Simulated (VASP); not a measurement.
# Be (Fm-3m) in VASP: a series of runs

The runs below take Be through single point, relaxation of cell and atoms, with revPBE.

Everything below comes from runs of VASP 6.6.1. Logs are shortened: lines on timing, memory, paths and dates and some standing lists are left out, and cuts for length are marked.

## (1) The cell of the first run

The structure is cubic, space group Fm-3m (No. 225). Conventional cell: a = 3.096 Å, b = 3.096 Å, c = 3.096 Å, α = 90.00°, β = 90.00°, γ = 90.00°. Within 2.9 Å of Be (site symmetry m-3m) lie 12 Be at 2.19 Å.

## (2) Single point, revPBE (volume scaled by 0.92)

Contents of INCAR:

```
SYSTEM = Be
ALGO = Normal ; EDIFF = 1E-7
ENCUT = 520 ; GGA = RE
ISIF = 2 ; ISMEAR = -1
LASPH = .True. ; LCHARG = .False.
LREAL = .False. ; LWAVE = .False.
NBANDS = 7 ; NELM = 100
PREC = Accurate ; SIGMA = 0.1
```

Contents of KPOINTS:

```
k-points
0
Gamma
  19 19 19
  0 0 0
```

Contents of POSCAR:

```
Be
1.0
    0.0000000000      1.5477967197      1.5477967197
    1.5477967197      0.0000000000      1.5477967197
    1.5477967197      1.5477967197      0.0000000000
Be
1
Direct
    0.0000000000      0.0000000000      0.0000000000
```

Potentials or basis: VASP PAW PBE potentials, release 64 (Be).

Launch:

```bash
$ cat potpaw_PBE.64/Be/POTCAR > POTCAR
$ mpirun -np 1 vasp_std > vasp.out
```

OUTCAR:

```text
SYSTEM = Be
   EDIFF = 1E-7
   ENCUT = 520
   GGA = RE
   ISIF = 2
   ISMEAR = -1
   LASPH = .True.
   LREAL = .False.
   NELM = 100
   PREC = Accurate

 ion  position               nearest neighbor table
   1  0.000  0.000  0.000-

  LATTYP: Found a face centered cubic cell.
 ALAT       =     3.0955934394

  Lattice vectors:

 A1 = (   0.0000000000,   1.5477967197,   1.5477967197)
 A2 = (   1.5477967197,   0.0000000000,   1.5477967197)
 A3 = (   1.5477967197,   1.5477967197,   0.0000000000)

Analysis of symmetry for initial positions (statically):
=====================================================================
 Subroutine PRICEL returns:
 Original cell was already a primitive cell.

 Routine SETGRP: Setting up the symmetry group for a
 face centered cubic supercell.

 Subroutine GETGRP returns: Found 48 space group operations
 (whereof 48 operations were pure point group operations)
 out of a pool of 48 trial point group operations.

The static configuration has the point symmetry O_h .

Analysis of symmetry for dynamics (positions and initial velocities):
=====================================================================
 Subroutine PRICEL returns:
 Original cell was already a primitive cell.

 Routine SETGRP: Setting up the symmetry group for a
 face centered cubic supercell.

 Subroutine GETGRP returns: Found 48 space group operations
 (whereof 48 operations were pure point group operations)
 out of a pool of 48 trial point group operations.

The dynamic configuration has the point symmetry O_h .

 Subroutine INISYM returns: Found 48 space group operations
 (whereof 48 operations are pure point group operations),
 and found     1 'primitive' translations

----------------------------------------------------------------------------------------

                                     Primitive cell

  volume of cell :       7.4160

  direct lattice vectors                    reciprocal lattice vectors
     0.000000000  1.547796720  1.547796720    -0.323039837  0.323039837  0.323039837
     1.547796720  0.000000000  1.547796720     0.323039837 -0.323039837  0.323039837
     1.547796720  1.547796720  0.000000000     0.323039837  0.323039837 -0.323039837

  length of vectors
     2.188915113  2.188915113  2.188915113     0.559521411  0.559521411  0.559521411

  position of ions in fractional coordinates (direct lattice)
     0.000000000  0.000000000  0.000000000

  ion indices of the primitive-cell ions
   primitive index   ion index
                 1           1

----------------------------------------------------------------------------------------

 KPOINTS: k-points

Automatic generation of k-mesh.
 Grid dimensions read from file:
 generate k-points for:   19   19   19

 Generating k-lattice:

  Cartesian coordinates                     Fractional coordinates (reciprocal lattice)
    -0.017002097  0.017002097  0.017002097     0.052631579  0.000000000  0.000000000
     0.017002097 -0.017002097  0.017002097     0.000000000  0.052631579  0.000000000
     0.017002097  0.017002097 -0.017002097     0.000000000  0.000000000  0.052631579

  Length of vectors
     0.029448495  0.029448495  0.029448495

  Shift w.r.t. Gamma in fractional coordinates (k-lattice)
     0.000000000  0.000000000  0.000000000

 Subroutine IBZKPT returns following result:
 ===========================================

 Found    220 irreducible k-points:

 Following reciprocal coordinates:
            Coordinates               Weight
  0.000000  0.000000  0.000000      1.000000
  0.052632  0.000000  0.000000      8.000000
  0.105263  0.000000  0.000000      8.000000
  0.157895  0.000000  0.000000      8.000000
  0.210526  0.000000  0.000000      8.000000
  0.263158  0.000000  0.000000      8.000000
[... 16 lines left out ...]
 -0.315789  0.052632  0.000000     24.000000
 -0.263158  0.052632  0.000000     24.000000
 [... further k-points ...]
   k-points           NKPTS =    220   k-points in BZ     NKDIM =    220   number of bands    NBANDS=      7
   number of dos      NEDOS =    301   number of ions     NIONS =      1
   total plane-waves  NPLWV =   4096
   dimension x,y,z NGX =    16 NGY =   16 NGZ =   16
   dimension x,y,z NGXF=    32 NGYF=   32 NGZF=   32
   ions per type =               1
   NGX,Y,Z   is equivalent  to a cutoff of  12.15, 12.15, 12.15 a.u.
   NGXF,Y,Z  is equivalent  to a cutoff of  24.30, 24.30, 24.30 a.u.
 SYSTEM =  Be
   PREC   = accura    normal or accurate (medium, high low for compatibility)
   ISTART =      0    job   : 0-new  1-cont  2-samecut
   ICHARG =      2    charge: 1-file 2-atom 10-const
   ISPIN  =      1    spin polarized calculation?
   LNONCOLLINEAR =      F non collinear calculations
   LSORBIT =      F    spin-orbit coupling
   LASPH  =      T    aspherical Exc in radial PAW
   ENCUT  =  520.0 eV  38.22 Ry    6.18 a.u.   4.07  4.07  4.07*2*pi/ulx,y,z
   NELM   =    100;   NELMIN=  2; NELMDL= -5     # of ELM steps
   EDIFF  = 0.1E-06   stopping-criterion for ELM
   LREAL  =      F    real-space projection
   EDIFFG = 0.1E-05   stopping-criterion for IOM
   NSW    =      0    number of steps for IOM
   IBRION =     -1    ionic relax: 0-MD 1-quasi-New 2-CG
   NFREE  =      0    steps in history (QN), initial steepest desc. (CG)
   ISIF   =      2    stress and relaxation
   ISYM   =      2    0-nonsym 1-usesym 2-fastsym
   POTIM  = 0.5000    time-step for ionic-motion
   TEBEG  =    0.0;   TEEND  =   0.0 temperature during run
   PSTRESS=    0.0 pullay stress
   NELECT =       2.0000    total number of electrons
   NUPDOWN=      -1.0000    fix difference up-down
   EMIN   =  10.00;   EMAX   =-10.00  energy-range for DOS
   EFERMI =   0.00;   METHOD = LEGACY
   ISMEAR =    -1;   SIGMA  =   0.10  broadening in eV -4-tet -1-fermi 0-gaus
   EFERMI_NEDOS =   21; number of points for ismear=-14 and -15
   IALGO  =     38    algorithm
   IMIX   =      4    mixing-type and parameters
     AMIX     =   0.40;   BMIX     =  1.00
     AMIX_MAG =   1.60;   BMIX_MAG =  1.00
  volume/ion in A,a.u.               =       7.42        50.05
  Fermi-wavevector in a.u.,A,eV,Ry     =   1.057696  1.998756 15.221124  1.118721
  Thomas-Fermi vector in A             =   2.192978
   LORBIT       =      0    0 simple, 1 ext, 2 COOP (PROOUT), +10 PAW based schemes
   GGA     = RE    functional components
   LHFCALC =     F    Hartree Fock is set to
   AEXX    =    0.0000 exact exchange contribution
   IVDW    =     0    specifies the selected vdW correction
   LEPSILON=     F    determine dielectric tensor
   LRPA    =     F    only Hartree local field effects (RPA)
 non-spin polarized calculation
  energy-cutoff  :      520.00
  volume of cell :        7.42
 maximum number of plane-waves:       207
   NGX =  9   NGY =  9   NGZ =  9

 number of electron       2.0000000 magnetization

 Free energy of the ion-electron system (eV)
  ---------------------------------------------------
  ext. energy  EPLUGINS =         0.00000000
  ---------------------------------------------------
  free energy    TOTEN  =        -3.45650850 eV

  energy without entropy =       -3.45409347  energy(sigma->0) =       -3.45530099

 E-fermi :   8.2090     XC(G=0): -10.8230

 val. band max:        8.1704716801   @ k =  -0.3684   0.3684   0.0000
 cond. band min:       8.3642636652   @ k =  -0.4737   0.0526   0.0000
 fundamental gap:      0.1937919851
 Fermi energy:         8.2090149450

 k-point     1 :       0.0000    0.0000    0.0000
  band No.  band energies     occupation
      1      -4.1123      2.00000
      2      28.7418      0.00000
      3      28.7418      0.00000
      4      28.7418      0.00000
      5      38.3125      0.00000
      6      38.3125      0.00000
      7      38.3125      0.00000

 k-point     2 :       0.0526    0.0000    0.0000
  band No.  band energies     occupation
      1      -4.0179      2.00000
      2      27.9258      0.00000
      3      28.5670      0.00000
      4      28.5670      0.00000
      5      37.1974      0.00000
      6      38.6437      0.00000
      7      38.6437      0.00000

 k-point     3 :       0.1053    0.0000    0.0000
  band No.  band energies     occupation
      1      -3.7347      2.00000
      2      25.7755      0.00000
      3      28.1221      0.00000
      4      28.1221      0.00000
      5      36.5535      0.00000
      6      39.4731      0.00000
      7      39.4731      0.00000

 k-point     4 :       0.1579    0.0000    0.0000
  band No.  band energies     occupation
      1      -3.2629      2.00000
      2      22.9682      0.00000
      3      27.5611      0.00000
      4      27.5611      0.00000
      5      36.7141      0.00000
      6      40.2249      0.00000
      7      40.2249      0.00000

 k-point     5 :       0.2105    0.0000    0.0000
  band No.  band energies     occupation
      1      -2.6039      2.00000
      2      19.9983      0.00000
      3      27.0062      0.00000
      4      27.0062      0.00000
      5      37.3188      0.00000
      6      39.9265      0.00000
      7      39.9265      0.00000
[... 161 lines left out ...]
 k-point    22 :      -0.3684    0.0526    0.0000
  band No.  band energies     occupation
      1       0.8881      2.00000
      2      11.2186      0.00000
      3      24.7467      0.00000
      4      26.1484      0.00000
      5      34.7068      0.00000
      6      36.0647      0.00000
      7      40.3289      0.00000

 k-point    23 :      -0.3158    0.0526    0.0000
  band No.  band energies     occupation
      1      -0.2908      2.00000
      2      13.5620      0.00000
      3      24.7901      0.00000
      4      26.6539      0.00000
      5      35.6828      0.00000
      6      36.7334      0.00000
      7      40.2914      0.00000

 k-point    24 :      -0.2632    0.0526    0.0000
  band No.  band energies     occupation
      1      -1.3555      2.00000
      2      16.1981      0.00000
      3      25.0005      0.00000
      4      27.1963      0.00000
      5      36.7321      0.00000
      6      37.7336      0.00000
      7      39.4293      0.00000

 [... further k-points ...]
[... 5 lines left out ...]
  --------------------------------------------------------------------------------------
  -------------------------------------------------------------------------------------
  Total        0.5143454      0.5143454      0.5143454      0.0000000      0.0000000      0.0000000
  in kB      111.1203634    111.1203634    111.1203634      0.0000000      0.0000000      0.0000000
  external PRESSURE =     111.1203634 kB  Pullay stress =       0.0000000 kB

 VOLUME and BASIS-vectors are now :
 -----------------------------------------------------------------------------
  energy-cutoff  :      520.00
  volume of cell :        7.42
      direct lattice vectors                 reciprocal lattice vectors
     0.000000000  1.547796720  1.547796720    -0.323039837  0.323039837  0.323039837
     1.547796720  0.000000000  1.547796720     0.323039837 -0.323039837  0.323039837
     1.547796720  1.547796720  0.000000000     0.323039837  0.323039837 -0.323039837

 POSITION                                       TOTAL-FORCE (eV/Angst)
 -----------------------------------------------------------------------------------
      0.00000      0.00000      0.00000         0.000000     -0.000000     -0.000000
 -----------------------------------------------------------------------------------
    total drift:                                0.000000     -0.000000     -0.000000

  FREE ENERGIE OF THE ION-ELECTRON SYSTEM (eV)
  ---------------------------------------------------
  free  energy   TOTEN  =        -3.4565084981 eV

  energy  without entropy=       -3.4540934731  energy(sigma->0) =       -3.45530099
```

Run time: 8.2 s. Hardware: 1 thread of AMD EPYC 9R45 (Zen 5), shared host; peak memory 0.08 GiB.

What came out:

```
Free energy            : -3.4565 eV
Pressure               : 11.1 GPa
Band gap on the k mesh : zero (band 1 reaches 8.82 eV, above the bottom of band 2 at 8.17 eV)
```

Caveat: the PAW data sets were made with another functional, which shifts forces and pressure a little.

## (3) Single point, revPBE (volume scaled by 1.04)

Contents of INCAR:

```
SYSTEM = Be
PREC     = Accurate       ! precision mode
ENCUT    = 520            ! plane-wave cutoff, eV
EDIFF    = 1E-6           ! SCF threshold, eV
ISMEAR   = -1             ! smearing method
SIGMA    = 0.1            ! smearing width, eV
LREAL    = .False.        ! projectors in reciprocal space
LASPH    = .True.         ! aspherical terms in the spheres
NELM     = 60             ! most SCF steps
ALGO     = Normal         ! electronic algorithm
ISIF     = 2              ! what is computed and relaxed
LWAVE    = .False.        ! write WAVECAR
LCHARG   = .True.         ! write CHGCAR
GGA      = RE             ! functional
LELF     = .True.         ! ELF
LVHAR    = .True.       
NBANDS   = 7              ! bands
```

Contents of KPOINTS:

```
Automatic mesh
0
Gamma
  19 19 19
  0 0 0
```

Contents of POSCAR:

```
Be
1.0
    0.0000000000      1.6123615237      1.6123615237
    1.6123615237      0.0000000000      1.6123615237
    1.6123615237      1.6123615237      0.0000000000
Be
1
Direct
    0.0000000000      0.0000000000      0.0000000000
```

Potentials or basis: VASP PAW PBE potentials, release 64 (Be).

Launch:

```bash
$ cat potpaw_PBE.64/Be/POTCAR > POTCAR
$ mpirun -np 1 vasp_std > vasp.out
```

OUTCAR:

```text
SYSTEM = Be
   PREC = Accurate
   ENCUT = 520
   EDIFF = 1E-6
   ISMEAR = -1
   LREAL = .False.
   LASPH = .True.
   NELM = 60
   ISIF = 2
   GGA = RE

 ion  position               nearest neighbor table
   1  0.000  0.000  0.000-

  LATTYP: Found a face centered cubic cell.
 ALAT       =     3.2247230474

  Lattice vectors:

 A1 = (   0.0000000000,   1.6123615237,   1.6123615237)
 A2 = (   1.6123615237,   0.0000000000,   1.6123615237)
 A3 = (   1.6123615237,   1.6123615237,   0.0000000000)

Analysis of symmetry for initial positions (statically):
=====================================================================
 Subroutine PRICEL returns:
 Original cell was already a primitive cell.

 Routine SETGRP: Setting up the symmetry group for a
 face centered cubic supercell.

 Subroutine GETGRP returns: Found 48 space group operations
 (whereof 48 operations were pure point group operations)
 out of a pool of 48 trial point group operations.

The static configuration has the point symmetry O_h .

Analysis of symmetry for dynamics (positions and initial velocities):
[... 158 lines left out ...]

 val. band max:        6.8315359843   @ k =  -0.3158   0.4211   0.1053
 cond. band min:       6.9753391119   @ k =  -0.4737   0.0526   0.0000
 fundamental gap:      0.1438031275
 Fermi energy:         6.9733097318

 k-point     1 :       0.0000    0.0000    0.0000
  band No.  band energies     occupation
      1      -4.4423      2.00000
      2      25.7717      0.00000
      3      25.7717      0.00000
      4      25.7717      0.00000
      5      35.0196      0.00000
      6      35.0196      0.00000
      7      35.0196      0.00000
[... 221 lines left out ...]
 k-point    24 :      -0.2632    0.0526    0.0000
  band No.  band energies     occupation
      1      -1.8082      2.00000
      2      14.3856      0.00000
      3      22.4186      0.00000
      4      24.3785      0.00000
      5      33.5326      0.00000
      6      34.5056      0.00000
      7      35.7683      0.00000

 [... further k-points ...]

------------------------ aborting loop because EDIFF is reached ----------------------------------------

  FORCE on cell =-STRESS in cart. coord.  units (eV):
  Direction    XX          YY          ZZ          XY          YZ          ZX
  --------------------------------------------------------------------------------------
  -------------------------------------------------------------------------------------
  Total       -0.2213600     -0.2213600     -0.2213600      0.0000000      0.0000000     -0.0000000
  in kB      -42.3050703    -42.3050703    -42.3050703      0.0000000      0.0000000     -0.0000000
  external PRESSURE =     -42.3050703 kB  Pullay stress =       0.0000000 kB

 VOLUME and BASIS-vectors are now :
 -----------------------------------------------------------------------------
  energy-cutoff  :      520.00
  volume of cell :        8.38
      direct lattice vectors                 reciprocal lattice vectors
     0.000000000  1.612361524  1.612361524    -0.310104150  0.310104150  0.310104150
     1.612361524  0.000000000  1.612361524     0.310104150 -0.310104150  0.310104150
     1.612361524  1.612361524  0.000000000     0.310104150  0.310104150 -0.310104150

 POSITION                                       TOTAL-FORCE (eV/Angst)
 -----------------------------------------------------------------------------------
      0.00000      0.00000      0.00000         0.000000      0.000000      0.000000
 -----------------------------------------------------------------------------------
    total drift:                                0.000000     -0.000000     -0.000000

  FREE ENERGIE OF THE ION-ELECTRON SYSTEM (eV)
  ---------------------------------------------------
  free  energy   TOTEN  =        -3.4731928686 eV

  energy  without entropy=       -3.4694388212  energy(sigma->0) =       -3.47131584
```

OSZICAR:

```text
N       E                     dE             d eps       ncg     rms          rms(c)
DAV:   1    -0.221528617886E+01   -0.22153E+01   -0.11866E+03  3318   0.239E+02
DAV:   2    -0.348822861798E+01   -0.12729E+01   -0.12190E+01  4249   0.251E+01
DAV:   3    -0.349044008550E+01   -0.22115E-02   -0.22112E-02  3682   0.947E-01
DAV:   4    -0.349044036404E+01   -0.27854E-06   -0.27864E-06  4683   0.110E-02
DAV:   5    -0.349044036406E+01   -0.18652E-10   -0.83873E-11  3710   0.309E-05    0.753E-01
DAV:   6    -0.347798510549E+01    0.12455E-01   -0.14116E-03  3465   0.394E-01    0.462E-01
DAV:   7    -0.347320575269E+01    0.47794E-02   -0.13000E-03  3339   0.392E-01    0.181E-02
DAV:   8    -0.347319125106E+01    0.14502E-04   -0.36353E-06  4018   0.185E-02    0.483E-03
DAV:   9    -0.347319319549E+01   -0.19444E-05   -0.66699E-07  3787   0.550E-03    0.662E-04
DAV:  10    -0.347319286864E+01    0.32685E-06   -0.80082E-09  1911   0.707E-04
   1 F= -.34731929E+01 E0= -.34713158E+01  d E =-.375405E-02
```

Wall time 9.4 s (1 thread of AMD EPYC 9R45 (Zen 5), shared host); peak memory 0.08 GiB.

Results:

```yaml
Free_energy: -3.4732 eV
Pressure: -4.2 GPa
Band_gap_on_the_k_mesh: zero (band 1 reaches 7.75 eV, above the bottom of band 2 at 6.98 eV)
```

Caveat: the PAW data sets were made with another functional, which shifts forces and pressure a little.

(Continued in part 2 of 2.)
